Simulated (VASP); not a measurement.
RbSn2:

```
CELL_PARAMETERS angstrom
0.00000 4.53532 4.53532
4.53532 0.00000 4.53532
4.53532 4.53532 0.00000
ATOMIC_POSITIONS crystal
Rb 0.00000 0.00000 0.00000
Rb 0.25000 0.25000 0.25000
Sn 0.62500 0.62500 0.62500
Sn 0.12500 0.62500 0.62500
Sn 0.62500 0.62500 0.12500
Sn 0.62500 0.12500 0.62500
```

```yaml
Program: VASP 6.6.1
Task: relaxation of cell and atoms
Functional: PBE
Potentials_or_basis: VASP PAW PBE potentials, release 64 (Rb_sv, Sn_d)
Cutoff: 600 eV
k_mesh: 8 × 8 × 8
Occupations: gaussian, width 0.1 eV
Spin: no spin polarisation
```

At the start: pressure 2.6 GPa; volume 31.10 Å³/atom.

Problem. How do energy, volume and symmetry change on relaxing?

Solution. Over 3 steps the energy falls by 21.2 meV/atom and the volume is 33.86 Å³/atom (+8.9 %); space group Fd-3m (No. 227, to 0.1 Å) before and after.

Step by step:
| step | energy change (eV) | largest force (eV/Å) | pressure (GPa) | volume (Å³) |
| --- | --- | --- | --- | --- |
| 1 | 0.0000 | 0.0000 | 2.64 | 186.58 |
| 2 | -0.1247 | 0.0000 | 0.30 | 200.78 |
| 3 | -0.1271 | 0.0000 | 0.01 | 203.15 |

Final structure:
```xyz
6
Lattice="0.0000 4.6658 4.6658 4.6658 0.0000 4.6658 4.6658 4.6658 0.0000" Properties=species:S:1:pos:R:3 pbc="T T T"
Rb    0.0000    0.0000    0.0000
Rb    2.3329    2.3329    2.3329
Sn    5.8322    5.8322    5.8322
Sn    5.8322    3.4993    3.4993
Sn    3.4993    3.4993    5.8322
Sn    3.4993    5.8322    3.4993
```
